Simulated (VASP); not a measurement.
# Bi2Te3 (Tellurobismuthite) (R-3m) in VASP: single point with PBE

Aim: the single point of Bi2Te3 (Tellurobismuthite) with PBE.

Everything below comes from runs of VASP 6.6.1. Logs are shortened: lines on timing, memory, paths and dates and some standing lists are left out, and cuts for length are marked.

**What was measured.**

From “Vacancy and Antisite-Induced Ferromagnetism in Liquid-Phase Exfoliated Bi2Te3”, 2024, arxiv:2412.10539, for a bulk crystal of Bi2Te3: band gap 0.17 eV.

How close the calculation comes is told below.

**1. The cell of the first run**

The structure is trigonal, space group R-3m (No. 166). Conventional cell: a = 4.386 Å, b = 4.386 Å, c = 30.497 Å, α = 90.00°, β = 90.00°, γ = 120.00°. Within 4.0 Å of Bi (site symmetry 3m) lie 6 Te at 3.07 to 3.25 Å. Te (site symmetry -3m) has 6 Bi at 3.25 Å within 4.3 Å. Te (site symmetry 3m) has 3 Bi at 3.07 Å and 3 Te at 3.64 Å within 4.0 Å.

**2. Single point, PBE**

File INCAR:

```
SYSTEM = Bi2Te3
ALGO = Normal
EDIFF = 1E-6
ENCUT = 520
GGA = PE
ISIF = 2
ISMEAR = 1
LASPH = .True.
LCHARG = .False.
LREAL = .False.
LWAVE = .False.
NBANDS = 32
NELM = 80
PREC = Accurate
SIGMA = 0.0441
```

File KPOINTS:

```
k-points
0
Gamma
  6 6 6
  0 0 0
```

File POSCAR:

```
Bi2Te3
1.0
    2.1930000000      1.2661290000     10.1656670000
   -2.1930000000      1.2661290000     10.1656670000
    0.0000000000     -2.5322580000     10.1656670000
Bi Te
2 3
Direct
    0.4000000000      0.4000000000      0.4000000000
    0.6000000000      0.6000000000      0.6000000000
    0.0000000000      0.0000000000      0.0000000000
    0.2095000000      0.2095000000      0.2095000000
    0.7905000000      0.7905000000      0.7905000000
```

Potentials or basis: VASP PAW PBE potentials, release 64 (Bi_d, Te).

The run is started by

```bash
$ cat potpaw_PBE.64/Bi_d/POTCAR potpaw_PBE.64/Te/POTCAR > POTCAR
$ mpirun -np 1 vasp_std > vasp.out
```

OUTCAR:

```text
SYSTEM = Bi2Te3
   EDIFF = 1E-6
   ENCUT = 520
   GGA = PE
   ISIF = 2
   ISMEAR = 1
   LASPH = .True.
   LREAL = .False.
   NELM = 80
   PREC = Accurate

 ion  position               nearest neighbor table
   1  0.400  0.400  0.400-   5 3.07   5 3.07   5 3.07   3 3.25   3 3.25   3 3.25
   2  0.600  0.600  0.600-   4 3.07   4 3.07   4 3.07   3 3.25   3 3.25   3 3.25
   3  0.000  0.000  0.000-   2 3.25   1 3.25   2 3.25   2 3.25   1 3.25   1 3.25
   4  0.209  0.209  0.209-   2 3.07   2 3.07   2 3.07   5 3.64   5 3.64   5 3.64
   5  0.791  0.791  0.791-   1 3.07   1 3.07   1 3.07   4 3.64   4 3.64   4 3.64

  LATTYP: Found a trigonal (rhomboedric) cell.
 ALAT       =    10.4763121946
 COS(alpha) =     0.9123624163

  Lattice vectors:

 A1 = (   2.1930000000,   1.2661290000,  10.1656670000)
 A2 = (  -2.1930000000,   1.2661290000,  10.1656670000)
 A3 = (   0.0000000000,  -2.5322580000,  10.1656670000)

Analysis of symmetry for initial positions (statically):
=====================================================================
 Subroutine PRICEL returns:
 Original cell was already a primitive cell.

 Routine SETGRP: Setting up the symmetry group for a
 trigonal (rhombohedral) supercell.

 Subroutine GETGRP returns: Found 12 space group operations
 (whereof 12 operations were pure point group operations)
 out of a pool of 12 trial point group operations.

The static configuration has the point symmetry D_3d.

Analysis of symmetry for dynamics (positions and initial velocities):
=====================================================================
 Subroutine PRICEL returns:
 Original cell was already a primitive cell.

 Routine SETGRP: Setting up the symmetry group for a
 trigonal (rhombohedral) supercell.

 Subroutine GETGRP returns: Found 12 space group operations
 (whereof 12 operations were pure point group operations)
 out of a pool of 12 trial point group operations.

The dynamic configuration has the point symmetry D_3d.

 Subroutine INISYM returns: Found 12 space group operations
 (whereof 12 operations are pure point group operations),
 and found     1 'primitive' translations

----------------------------------------------------------------------------------------

                                     Primitive cell

  volume of cell :     169.3572

  direct lattice vectors                    reciprocal lattice vectors
     2.193000000  1.266129000 10.165667000     0.227998176  0.131634823  0.032790109
    -2.193000000  1.266129000 10.165667000    -0.227998176  0.131634823  0.032790109
     0.000000000 -2.532258000 10.165667000     0.000000000 -0.263269646  0.032790109

  length of vectors
    10.476312195 10.476312195 10.476312144     0.265303762  0.265303762  0.265303784

  position of ions in fractional coordinates (direct lattice)
     0.400000000  0.400000000  0.400000000
     0.600000000  0.600000000  0.600000000
     0.000000000  0.000000000  0.000000000
     0.209500000  0.209500000  0.209500000
     0.790500000  0.790500000  0.790500000

  ion indices of the primitive-cell ions
   primitive index   ion index
                 1           1
                 2           2
                 3           3
                 4           4
                 5           5

----------------------------------------------------------------------------------------

 KPOINTS: k-points

Automatic generation of k-mesh.
 Grid dimensions read from file:
 generate k-points for:    6    6    6

 Generating k-lattice:

  Cartesian coordinates                     Fractional coordinates (reciprocal lattice)
     0.037999696  0.021939137  0.005465018     0.166666667  0.000000000  0.000000000
    -0.037999696  0.021939137  0.005465018     0.000000000  0.166666667  0.000000000
     0.000000000 -0.043878274  0.005465018     0.000000000  0.000000000  0.166666667

  Length of vectors
     0.044217294  0.044217294  0.044217297

  Shift w.r.t. Gamma in fractional coordinates (k-lattice)
     0.000000000  0.000000000  0.000000000

 Subroutine IBZKPT returns following result:
 ===========================================

 Found     32 irreducible k-points:

 Following reciprocal coordinates:
            Coordinates               Weight
  0.000000  0.000000  0.000000      1.000000
  0.166667 -0.000000  0.000000      6.000000
  0.333333  0.000000  0.000000      6.000000
  0.500000  0.000000  0.000000      3.000000
  0.166667  0.166667  0.000000      6.000000
  0.333333  0.166667  0.000000     12.000000
[... 16 lines left out ...]
  0.500000  0.500000  0.166667      6.000000
 -0.333333  0.500000  0.166667     12.000000
 [... further k-points ...]
   k-points           NKPTS =     32   k-points in BZ     NKDIM =     32   number of bands    NBANDS=     32
   number of dos      NEDOS =    301   number of ions     NIONS =      5
   total plane-waves  NPLWV = 512000
   dimension x,y,z NGX =    80 NGY =   80 NGZ =   80
   dimension x,y,z NGXF=   160 NGYF=  160 NGZF=  160
   ions per type =               2   3
   NGX,Y,Z   is equivalent  to a cutoff of  12.69, 12.69, 12.69 a.u.
   NGXF,Y,Z  is equivalent  to a cutoff of  25.39, 25.39, 25.39 a.u.
 SYSTEM =  Bi2Te3
   PREC   = accura    normal or accurate (medium, high low for compatibility)
   ISTART =      0    job   : 0-new  1-cont  2-samecut
   ICHARG =      2    charge: 1-file 2-atom 10-const
   ISPIN  =      1    spin polarized calculation?
   LNONCOLLINEAR =      F non collinear calculations
   LSORBIT =      F    spin-orbit coupling
   LASPH  =      T    aspherical Exc in radial PAW
   ENCUT  =  520.0 eV  38.22 Ry    6.18 a.u.  19.48 19.48 19.48*2*pi/ulx,y,z
   NELM   =     80;   NELMIN=  2; NELMDL= -5     # of ELM steps
   EDIFF  = 0.1E-05   stopping-criterion for ELM
   LREAL  =      F    real-space projection
   EDIFFG = 0.1E-04   stopping-criterion for IOM
   NSW    =      0    number of steps for IOM
   IBRION =     -1    ionic relax: 0-MD 1-quasi-New 2-CG
   NFREE  =      0    steps in history (QN), initial steepest desc. (CG)
   ISIF   =      2    stress and relaxation
   ISYM   =      2    0-nonsym 1-usesym 2-fastsym
   POTIM  = 0.5000    time-step for ionic-motion
   TEBEG  =    0.0;   TEEND  =   0.0 temperature during run
   PSTRESS=    0.0 pullay stress
   NELECT =      48.0000    total number of electrons
   NUPDOWN=      -1.0000    fix difference up-down
   EMIN   =  10.00;   EMAX   =-10.00  energy-range for DOS
   EFERMI =   0.00;   METHOD = LEGACY
   ISMEAR =     1;   SIGMA  =   0.04  broadening in eV -4-tet -1-fermi 0-gaus
   EFERMI_NEDOS =   21; number of points for ismear=-14 and -15
   IALGO  =     38    algorithm
   IMIX   =      4    mixing-type and parameters
     AMIX     =   0.40;   BMIX     =  1.00
     AMIX_MAG =   1.60;   BMIX_MAG =  1.00
  volume/ion in A,a.u.               =      33.87       228.58
  Fermi-wavevector in a.u.,A,eV,Ry     =   1.075360  2.032136 15.733774  1.156400
  Thomas-Fermi vector in A             =   2.211215
   LORBIT       =      0    0 simple, 1 ext, 2 COOP (PROOUT), +10 PAW based schemes
   GGA     = PE    functional components
   LHFCALC =     F    Hartree Fock is set to
   AEXX    =    0.0000 exact exchange contribution
   IVDW    =     0    specifies the selected vdW correction
   LEPSILON=     F    determine dielectric tensor
   LRPA    =     F    only Hartree local field effects (RPA)
 non-spin polarized calculation
 Methfessel and Paxton  Order N= 1 SIGMA  =   0.04
  energy-cutoff  :      520.00
  volume of cell :      169.36
 maximum number of plane-waves:      4580
 NGX is ok and might be reduce to    80
   NGX = 39   NGY = 39   NGZ = 39

 number of electron      48.0000004 magnetization

 Free energy of the ion-electron system (eV)
  ---------------------------------------------------
  ext. energy  EPLUGINS =         0.00000000
  ---------------------------------------------------
  free energy    TOTEN  =       -18.33539213 eV

  energy without entropy =      -18.33540396  energy(sigma->0) =      -18.33539607

 E-fermi :   6.2605     XC(G=0):  -9.3291

 val. band max:        6.2233688869   @ k =   0.0000   0.0000   0.0000
 cond. band min:       6.5043343993   @ k =   0.0000   0.0000   0.0000
 fundamental gap:      0.2809655124
 Fermi energy:         6.2604958905

 k-point     1 :       0.0000    0.0000    0.0000
  band No.  band energies     occupation
      1     -16.9962      2.00000
      2     -16.9962      2.00000
      3     -16.9948      2.00000
      4     -16.9948      2.00000
      5     -16.9873      2.00000
      6     -16.9860      2.00000
[... 24 lines left out ...]
     31      11.0341      0.00000
     32      11.5563      0.00000

 k-point     2 :       0.1667   -0.0000    0.0000
  band No.  band energies     occupation
      1     -16.9983      2.00000
      2     -16.9965      2.00000
      3     -16.9935      2.00000
      4     -16.9921      2.00000
      5     -16.9861      2.00000
      6     -16.9848      2.00000
[... 24 lines left out ...]
     31      10.3551      0.00000
     32      11.2220      0.00000

 k-point     3 :       0.3333    0.0000    0.0000
  band No.  band energies     occupation
      1     -17.0033      2.00000
      2     -17.0009      2.00000
      3     -16.9905      2.00000
      4     -16.9885      2.00000
      5     -16.9885      2.00000
      6     -16.9863      2.00000
[... 24 lines left out ...]
     31      10.3409      0.00000
     32      11.3714      0.00000

 k-point     4 :       0.5000    0.0000    0.0000
  band No.  band energies     occupation
      1     -17.0061      2.00000
      2     -17.0034      2.00000
      3     -16.9903      2.00000
      4     -16.9897      2.00000
      5     -16.9876      2.00000
      6     -16.9875      2.00000
[... 654 lines left out ...]
     31      10.1798      0.00000
     32      11.9994      0.00000

 k-point    23 :       0.5000    0.5000    0.1667
  band No.  band energies     occupation
      1     -17.0032      2.00000
      2     -17.0010      2.00000
      3     -16.9905      2.00000
      4     -16.9885      2.00000
      5     -16.9884      2.00000
      6     -16.9863      2.00000
[... 24 lines left out ...]
     31      10.2998      0.00000
     32      11.1803      0.00000

 k-point    24 :      -0.3333    0.5000    0.1667
  band No.  band energies     occupation
      1     -17.0027      2.00000
      2     -17.0006      2.00000
      3     -16.9924      2.00000
      4     -16.9897      2.00000
      5     -16.9874      2.00000
      6     -16.9857      2.00000
[... 24 lines left out ...]
     31      10.8995      0.00000
     32      11.5250      0.00000

 [... further k-points ...]
[... 5 lines left out ...]
  --------------------------------------------------------------------------------------
  -------------------------------------------------------------------------------------
  Total        2.0523523      2.0523518      1.8695010      0.0000000     -0.0000000      0.0000000
  in kB       19.4159559     19.4159516     17.6861204      0.0000000     -0.0000000      0.0000000
  external PRESSURE =      18.8393427 kB  Pullay stress =       0.0000000 kB

 VOLUME and BASIS-vectors are now :
 -----------------------------------------------------------------------------
  energy-cutoff  :      520.00
  volume of cell :      169.36
      direct lattice vectors                 reciprocal lattice vectors
     2.193000000  1.266129000 10.165667000     0.227998176  0.131634823  0.032790109
    -2.193000000  1.266129000 10.165667000    -0.227998176  0.131634823  0.032790109
     0.000000000 -2.532258000 10.165667000     0.000000000 -0.263269646  0.032790109

 POSITION                                       TOTAL-FORCE (eV/Angst)
 -----------------------------------------------------------------------------------
      0.00000      0.00000     12.19880         0.000000      0.000000      0.016131
      0.00000      0.00000     18.29820         0.000000      0.000000     -0.016131
      0.00000      0.00000      0.00000         0.000000     -0.000000     -0.000000
      0.00000      0.00000      6.38912         0.000000     -0.000000      0.024540
      0.00000      0.00000     24.10788         0.000000     -0.000000     -0.024540
 -----------------------------------------------------------------------------------
    total drift:                               -0.000000     -0.000000     -0.000000

  FREE ENERGIE OF THE ION-ELECTRON SYSTEM (eV)
  ---------------------------------------------------
  free  energy   TOTEN  =       -18.3353921255 eV

  energy  without entropy=      -18.3354039629  energy(sigma->0) =      -18.33539607
```

It took 19 min on 1 thread of AMD EPYC 7R43 (Zen 3), shared host; peak memory 0.89 GiB.

Results:

| Quantity | Value |
| --- | --- |
| Free energy | -18.3354 eV |
| Pressure | 1.9 GPa |
| Largest force | 0.025 eV/Å |
| Band gap on the k mesh | 0.28 eV, direct |

Forces in eV/Å, atoms in the order of the input:
```
Bi   0.000  0.000  0.016
Bi   0.000  0.000 -0.016
Te   0.000  0.000  0.000
Te   0.000  0.000  0.025
Te   0.000  0.000 -0.025
```

Levels at points of the mesh, in eV from the valence-band top:
```csv
k point,band 22,band 23,band 24,band 25,band 26,band 27
"(0.00, 0.00, 0.00)",-0.87,-0.87,0.00,0.28,0.65,0.65
"(0.50, 0.00, 0.00)",-2.42,-0.92,-0.51,0.57,1.05,2.74
"(0.50, 0.50, 0.00)",-1.82,-1.56,-0.96,0.85,1.51,2.05
"(0.50, 0.50, 0.50)",-1.16,-1.16,-0.44,0.83,1.13,1.13
```

Caveat: spin-orbit coupling is left out, which moves the levels of the heavy elements.

**3. Comparison with measurements**

Step 2. Measured gap of Bi2Te3: 0.17 eV (quoted in “Vacancy and Antisite-Induced Ferromagnetism in Liquid-Phase Exfoliated Bi2Te3”, 2024, arxiv:2412.10539). This calculation gives 0.28 eV (+0.11 eV). Spin-orbit coupling on Bi, Te is left out. The value is that of PBE on a finite k mesh, which can miss the band edges, without temperature or zero-point motion.
